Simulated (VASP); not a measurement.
# Si3N in VASP: a series of runs

The runs below take Si3N through single point, with PBE+D3(BJ).

Program: VASP 6.6.1. These are calculated values, not measurements. Logs are shortened: lines on timing, memory, paths and dates and some standing lists are left out, and cuts for length are marked.

## Step 1: The cell of the first run

The cell holds a slab with vacuum, 8 atoms: a = 3.833 Å, b = 5.421 Å, c = 22.488 Å, α = 90.00°, β = 90.00°, γ = 90.00°.

## Step 2: Single point, PBE+D3(BJ)

File INCAR:

```
  PREC = Accurate
  ENCUT = 520
  EDIFF = 1E-6
  ISMEAR = 0
  SIGMA = 0.05
  LREAL = F
  LASPH = T
  NELM = 100
  ALGO = Normal
  ISIF = 2
  LWAVE = F
  LCHARG = F
  LDIPOL = T
  IDIPOL = 3
  DIPOL = 0.5 0.5 0.321
  GGA = PE
  IVDW = 12
  NBANDS = 27
```

File KPOINTS:

```
Automatic mesh
0
Gamma
  7 5 1
```

File POSCAR:

```
Si3N
1.0
    3.8333442755      0.0000000000      0.0000000000
    0.0000000000      5.4211674636      0.0000000000
    0.0000000000      0.0000000000     22.4877586337
Si N
6 2
Direct
    0.5000000000      0.0000000000      0.1778745523
    0.0000000000      0.2500000000      0.1778745523
    0.0000000000      0.5038839981      0.2608672216
    0.5000000000      0.7461160019      0.2608672216
    0.5000000000      0.0086033066      0.3418641564
    0.0000000000      0.2413966934      0.3418641564
    0.6666666667      0.1752699732      0.4797169344
    0.6666666667      0.1752699732      0.5286324363
```

Potentials or basis: VASP PAW PBE potentials, release 64 (Si, N).

On the command line:

```
> cat potpaw_PBE.64/Si/POTCAR potpaw_PBE.64/N/POTCAR > POTCAR
> mpirun -np 1 vasp_std > vasp.out
```

OUTCAR:

```text
PREC = Accurate
   ENCUT = 520
   EDIFF = 1E-6
   ISMEAR = 0
   LREAL = F
   LASPH = T
   NELM = 100
   ISIF = 2
   GGA = PE
   IVDW = 12
 IVDW          = 12

 ion  position               nearest neighbor table
   1  0.500  0.000  0.178-   4 2.32   2 2.35   2 2.35
   2  0.000  0.250  0.178-   3 2.32   1 2.35   1 2.35
   3  0.000  0.504  0.261-   6 2.31   2 2.32   4 2.32   4 2.32
   4  0.500  0.746  0.261-   5 2.31   1 2.32   3 2.32   3 2.32
   5  0.500  0.009  0.342-   6 2.29   6 2.29   4 2.31
   6  0.000  0.241  0.342-   5 2.29   5 2.29   3 2.31
   7  0.667  0.175  0.480-   8 1.10
   8  0.667  0.175  0.529-   7 1.10

  LATTYP: Found a simple orthorhombic cell.
 ALAT       =     3.8333442755
 B/A-ratio  =     1.4142135624
 C/A-ratio  =     5.8663550721

  Lattice vectors:

 A1 = (   3.8333442755,   0.0000000000,   0.0000000000)
 A2 = (   0.0000000000,   5.4211674636,   0.0000000000)
 A3 = (   0.0000000000,   0.0000000000,  22.4877586337)

Analysis of symmetry for initial positions (statically):
=====================================================================
 Subroutine PRICEL returns:
 Original cell was already a primitive cell.

 Routine SETGRP: Setting up the symmetry group for a
 simple orthorhombic supercell.

 Subroutine GETGRP returns: Found  1 space group operations
 (whereof  1 operations were pure point group operations)
 out of a pool of  8 trial point group operations.

The static configuration has the point symmetry C_1 .

Analysis of symmetry for dynamics (positions and initial velocities):
=====================================================================
 Subroutine PRICEL returns:
 Original cell was already a primitive cell.

 Routine SETGRP: Setting up the symmetry group for a
 simple orthorhombic supercell.

 Subroutine GETGRP returns: Found  1 space group operations
 (whereof  1 operations were pure point group operations)
 out of a pool of  8 trial point group operations.

The dynamic configuration has the point symmetry C_1 .

 Subroutine INISYM returns: Found  1 space group operations
 (whereof  1 operations are pure point group operations),
 and found     1 'primitive' translations

----------------------------------------------------------------------------------------

                                     Primitive cell

  volume of cell :     467.3226

  direct lattice vectors                    reciprocal lattice vectors
     3.833344276  0.000000000  0.000000000     0.260868821  0.000000000  0.000000000
     0.000000000  5.421167464  0.000000000     0.000000000  0.184462112  0.000000000
     0.000000000  0.000000000 22.487758634     0.000000000  0.000000000  0.044468638

  length of vectors
     3.833344276  5.421167464 22.487758634     0.260868821  0.184462112  0.044468638

  position of ions in fractional coordinates (direct lattice)
     0.500000000  0.000000000  0.177874552
     0.000000000  0.250000000  0.177874552
     0.000000000  0.503883998  0.260867222
     0.500000000  0.746116002  0.260867222
     0.500000000  0.008603307  0.341864156
     0.000000000  0.241396693  0.341864156
     0.666666667  0.175269973  0.479716934
     0.666666667  0.175269973  0.528632436

  ion indices of the primitive-cell ions
   primitive index   ion index
                 1           1
                 2           2
                 3           3
                 4           4
                 5           5
                 6           6
                 7           7
                 8           8

----------------------------------------------------------------------------------------

 KPOINTS: Automatic mesh

Automatic generation of k-mesh.
 Grid dimensions read from file:
 generate k-points for:    7    5    1

 Generating k-lattice:

  Cartesian coordinates                     Fractional coordinates (reciprocal lattice)
     0.037266974  0.000000000  0.000000000     0.142857143  0.000000000  0.000000000
     0.000000000  0.036892422  0.000000000     0.000000000  0.200000000  0.000000000
     0.000000000  0.000000000  0.044468638     0.000000000  0.000000000  1.000000000

  Length of vectors
     0.037266974  0.036892422  0.044468638

  Shift w.r.t. Gamma in fractional coordinates (k-lattice)
     0.000000000  0.000000000  0.000000000

 Subroutine IBZKPT returns following result:
 ===========================================

 Found     18 irreducible k-points:

 Following reciprocal coordinates:
            Coordinates               Weight
  0.000000  0.000000  0.000000      1.000000
  0.142857  0.000000  0.000000      2.000000
  0.285714  0.000000  0.000000      2.000000
  0.428571  0.000000  0.000000      2.000000
  0.000000  0.200000  0.000000      2.000000
  0.142857  0.200000  0.000000      2.000000
[... 10 lines left out ...]
  0.428571  0.400000  0.000000      2.000000
  0.428571 -0.400000  0.000000      2.000000
   k-points           NKPTS =     18   k-points in BZ     NKDIM =     18   number of bands    NBANDS=     27
   number of dos      NEDOS =    301   number of ions     NIONS =      8
   total plane-waves  NPLWV = 201600
   dimension x,y,z NGX =    30 NGY =   40 NGZ =  168
   dimension x,y,z NGXF=    60 NGYF=   80 NGZF=  336
   ions per type =               6   2
   NGX,Y,Z   is equivalent  to a cutoff of  13.01, 12.27, 12.42 a.u.
   NGXF,Y,Z  is equivalent  to a cutoff of  26.02, 24.53, 24.84 a.u.
 SYSTEM =  unknown system
   PREC   = accura    normal or accurate (medium, high low for compatibility)
   ISTART =      0    job   : 0-new  1-cont  2-samecut
   ICHARG =      2    charge: 1-file 2-atom 10-const
   ISPIN  =      1    spin polarized calculation?
   LNONCOLLINEAR =      F non collinear calculations
   LSORBIT =      F    spin-orbit coupling
   LASPH  =      T    aspherical Exc in radial PAW
   ENCUT  =  520.0 eV  38.22 Ry    6.18 a.u.   7.13 10.08 41.81*2*pi/ulx,y,z
   NELM   =    100;   NELMIN=  2; NELMDL= -5     # of ELM steps
   EDIFF  = 0.1E-05   stopping-criterion for ELM
   LREAL  =      F    real-space projection
   EDIFFG = 0.1E-04   stopping-criterion for IOM
   NSW    =      0    number of steps for IOM
   IBRION =     -1    ionic relax: 0-MD 1-quasi-New 2-CG
   NFREE  =      0    steps in history (QN), initial steepest desc. (CG)
   ISIF   =      2    stress and relaxation
   ISYM   =      2    0-nonsym 1-usesym 2-fastsym
   POTIM  = 0.5000    time-step for ionic-motion
   TEBEG  =    0.0;   TEEND  =   0.0 temperature during run
   PSTRESS=    0.0 pullay stress
   NELECT =      34.0000    total number of electrons
   NUPDOWN=      -1.0000    fix difference up-down
   EMIN   =  10.00;   EMAX   =-10.00  energy-range for DOS
   EFERMI =   0.00;   METHOD = LEGACY
   ISMEAR =     0;   SIGMA  =   0.05  broadening in eV -4-tet -1-fermi 0-gaus
   EFERMI_NEDOS =   21; number of points for ismear=-14 and -15
   IALGO  =     38    algorithm
   IMIX   =      4    mixing-type and parameters
     AMIX     =   0.40;   BMIX     =  1.00
     AMIX_MAG =   1.60;   BMIX_MAG =  1.00
  volume/ion in A,a.u.               =      58.42       394.21
  Fermi-wavevector in a.u.,A,eV,Ry     =   0.683432  1.291500  6.355006  0.467080
  Thomas-Fermi vector in A             =   1.762794
   LORBIT       =      0    0 simple, 1 ext, 2 COOP (PROOUT), +10 PAW based schemes
   GGA     = PE    functional components
   LHFCALC =     F    Hartree Fock is set to
   AEXX    =    0.0000 exact exchange contribution
   IVDW    =    12    specifies the selected vdW correction
   LEPSILON=     F    determine dielectric tensor
   LRPA    =     F    only Hartree local field effects (RPA)
 non-spin polarized calculation
 Gauss-broadening in eV      SIGMA  =   0.05
  energy-cutoff  :      520.00
  volume of cell :      467.32
 maximum number of plane-waves:     12627
 NGX is ok and might be reduce to    30
   NGX = 15   NGY = 21   NGZ = 83

 dipolmoment           0.000000      0.000000      0.000011 electrons x Angstroem

 number of electron      34.0000002 magnetization

 dipolmoment           0.000000      0.000000     -0.022045 electrons x Angstroem

 Free energy of the ion-electron system (eV)
  ---------------------------------------------------
  ext. energy  EPLUGINS =         0.00000000
  ---------------------------------------------------
  free energy    TOTEN  =       -44.95013407 eV

  energy without entropy =      -44.94382125  energy(sigma->0) =      -44.94697766

 E-fermi :  -1.6283     XC(G=0):  -3.7983

 val. band max:       -1.6389467950   @ k =   0.2857  -0.2000   0.0000
 cond. band min:      -1.6076446651   @ k =   0.2857   0.4000   0.0000
 fundamental gap:      0.0313021299
 Fermi energy:        -1.6282734978

 k-point     1 :       0.0000    0.0000    0.0000
  band No.  band energies     occupation
      1     -25.6789      2.00000
      2     -13.0786      2.00000
      3     -11.2909      2.00000
      4     -10.7799      2.00000
      5      -9.7634      2.00000
      6      -8.9404      2.00000
[... 19 lines left out ...]
     26       1.8510      0.00000
     27       2.2774      0.00000

 k-point     2 :       0.1429    0.0000    0.0000
  band No.  band energies     occupation
      1     -25.6756      2.00000
      2     -12.8984      2.00000
      3     -11.1280      2.00000
      4     -10.7387      2.00000
      5      -9.5754      2.00000
      6      -8.9327      2.00000
[... 472 lines left out ...]
 k-point    18 :       0.4286   -0.4000    0.0000
  band No.  band energies     occupation
      1     -25.6623      2.00000
      2     -11.0582      2.00000
      3     -10.7562      2.00000
      4     -10.6307      2.00000
      5      -9.4545      2.00000
      6      -9.0948      2.00000
[... 19 lines left out ...]
     26       2.7835      0.00000
     27       3.2558      0.00000

------------------------ aborting loop because EDIFF is reached ----------------------------------------

 vacuum level on the upper side and lower side of the slab       (xc-potential included)        -0.180         0.006

 Edisp (eV)   -1.64255

 E8    (eV) :    -0.6964

  FORCE on cell =-STRESS in cart. coord.  units (eV):
  Direction    XX          YY          ZZ          XY          YZ          ZX
  --------------------------------------------------------------------------------------
  -------------------------------------------------------------------------------------
  Total       0.18426     0.20187     3.22877     0.07352     0.07067    -0.04953
  in kB       0.63171     0.69208    11.06957     0.25204     0.24230    -0.16980
  external pressure =        4.13 kB  Pullay stress =        0.00 kB

 VOLUME and BASIS-vectors are now :
 -----------------------------------------------------------------------------
  energy-cutoff  :      520.00
  volume of cell :      467.32
      direct lattice vectors                 reciprocal lattice vectors
     3.833344276  0.000000000  0.000000000     0.260868821  0.000000000  0.000000000
     0.000000000  5.421167464  0.000000000     0.000000000  0.184462112  0.000000000
     0.000000000  0.000000000 22.487758634     0.000000000  0.000000000  0.044468638

 POSITION                                       TOTAL-FORCE (eV/Angst)
 -----------------------------------------------------------------------------------
      1.91667      0.00000      4.00000         0.015373      0.570122     -0.038666
      0.00000      1.35529      4.00000        -0.014000     -0.574945     -0.029650
      0.00000      2.73164      5.86632         0.010141     -0.094524     -0.020755
      1.91667      4.04482      5.86632        -0.009542      0.101302     -0.017719
      1.91667      0.04664      7.68776        -0.020670     -0.059497     -0.041258
      0.00000      1.30865      7.68776         0.036037      0.033217     -0.029661
      2.55556      0.95017     10.78776        -0.026797      0.033685     -2.060586
      2.55556      0.95017     11.88776         0.009458     -0.009360      2.238296
 -----------------------------------------------------------------------------------
    total drift:                               -0.000035     -0.000000     -0.000347

  FREE ENERGIE OF THE ION-ELECTRON SYSTEM (eV)
  ---------------------------------------------------
  free  energy   TOTEN  =       -46.5926848819 eV

  energy  without entropy=      -46.5863720671  energy(sigma->0) =      -46.58952847

 vacuum level on the upper side and lower side of the slab         2.966         3.153
```

Wall time 4.2 min (1 thread of AMD EPYC 9R45 (Zen 5), shared host); peak memory 0.53 GiB.

What came out:

* Free energy: -46.5927 eV
* Largest force: 2.238 eV/Å
* Band gap on the k mesh: zero (band 17 reaches -1.45 eV, above the bottom of band 18 at -1.75 eV)
* Dispersion energy per atom: -0.205 eV

Forces in eV/Å, atoms in the order of the input:
```
Si   0.015  0.570 -0.039
Si  -0.014 -0.575 -0.030
Si   0.010 -0.095 -0.021
Si  -0.010  0.101 -0.018
Si  -0.021 -0.059 -0.041
Si   0.036  0.033 -0.030
N   -0.027  0.034 -2.061
N    0.009 -0.009  2.238
```

Caveat: the standard files for N, O and F lose accuracy on very short bonds.

[end of part 1 of 2]
